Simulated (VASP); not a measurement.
A run of VASP 6.6.1:

Contents of INCAR:

```
SYSTEM = Se
PREC = Accurate ; ENCUT = 600
EDIFF = 1E-6 ; ISMEAR = 0
SIGMA = 0.1 ; LREAL = .FALSE.
LASPH = .TRUE. ; NELM = 80
ALGO = Normal ; ISIF = 3
LWAVE = .FALSE. ; LCHARG = .FALSE.
GGA = PE ; IBRION = 2
NSW = 90 ; EDIFFG = -0.04
```

The input KPOINTS:

```
Automatic mesh
0
G
  6 6 4
  0 0 0
```

The input POSCAR:

```
Se
1.0
    3.5951919900      0.0000000000      0.0000000000
   -1.7975960000      3.1135276000      0.0000000000
    0.0000000000      0.0000000000      5.9903896100
Se
4
Direct
    0.0000000000      0.0000000000      0.8025568000
    0.0000000000      0.0000000000      0.1974432000
    0.3333333300      0.6666666700      0.6146058900
    0.6666666700      0.3333333300      0.3853941100
```

Potentials or basis: VASP PAW PBE potentials, release 64 (Se).

Launch:

```sh
$ cat potpaw_PBE.64/Se/POTCAR > POTCAR
$ mpirun -np 1 vasp_std > vasp.out
```

Hardware: 1 thread of Intel(R) Xeon(R) Platinum 8488C (Sapphire Rapids), on a shared host.

Q: How long does it take, and how much memory?

A: Run time: 4.9 min on 1 thread of Intel(R) Xeon(R) Platinum 8488C (Sapphire Rapids) (shared host), peak memory 0.21 GiB. Counts: scf iterations 168, k points 24, ion steps 22.
